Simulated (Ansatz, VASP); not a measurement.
# AlRu: VASP beside Ansatz

```
Al Ru
1.0
     3.00415    0.00000    0.00000
     0.00000    3.00415    0.00000
     0.00000    0.00000    3.00415
Al Ru
1 1
Direct
  0.00000 0.00000 0.00000
  0.50000 0.50000 0.50000
```

Alike in both runs: functional PBE; k mesh 14 × 14 × 14; occupations gaussian, width 0.1 eV; no spin polarisation.

Ansatz relaxed the structure, and its values are those at the end. VASP's run is a single point on that final structure, the one shown.

```csv
,VASP,Ansatz
version,VASP 6.6.1,Ansatz 0.2.0
potentials or method,"VASP PAW PBE potentials, release 64 (Al, Ru_pv), cutoff 520 eV","scalar-relativistic, plane waves, PAW"
valence electrons in the cell,17,19
```

|  | VASP | Ansatz | Ansatz less VASP |
| --- | --- | --- | --- |
| gap on the k mesh at the Fermi level (eV) | none | none | - |
| pressure (GPa) | -0.1 | 0.0 | +0.04 |

A gap of «none» marks a metal or a gap that the smearing closes. VASP's potentials hold 17 valence electrons a cell and Ansatz's 19, so a difference there can come from the potentials and not from the codes.
